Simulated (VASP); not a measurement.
Cu, 1 atom in the cell. It takes space group P2/m (No. 10, monoclinic). Conventional cell: a = 11.570 Å, b = 2.238 Å, c = 22.224 Å, α = 90.00°, β = 101.93°, γ = 90.00°. Within 3.0 Å of Cu (site symmetry 2/m) lie 2 Cu at 2.24 Å. 

```yaml
Program: VASP 6.6.1
Task: single point
Functional: PBEsol
Potentials_or_basis: VASP PAW PBE potentials, release 64 (Cu)
Cutoff: 600 eV
k_mesh: 3 × 13 × 2
Occupations: fermi-dirac, width 0.1 eV
Spin: no spin polarisation
Dipole_correction: no
Further_INCAR_settings: ALGO = Normal; EDIFF = 1e-06; NBANDS = 12
```

Potentials or basis: VASP PAW PBE potentials, release 64 (Cu).

Command:

```console
$ cat potpaw_PBE.64/Cu/POTCAR > POTCAR
$ mpirun -np 1 vasp_std > vasp.out
```

Hardware: 1 thread of Intel Xeon 8259CL, on a shared host.

Question: How long does it take, and how much memory?

Answer: Run time: 9.6 min on 1 thread of Intel Xeon 8259CL, with other jobs on the host, peak memory 0.73 GiB. Counts: scf iterations 20, k points 28.
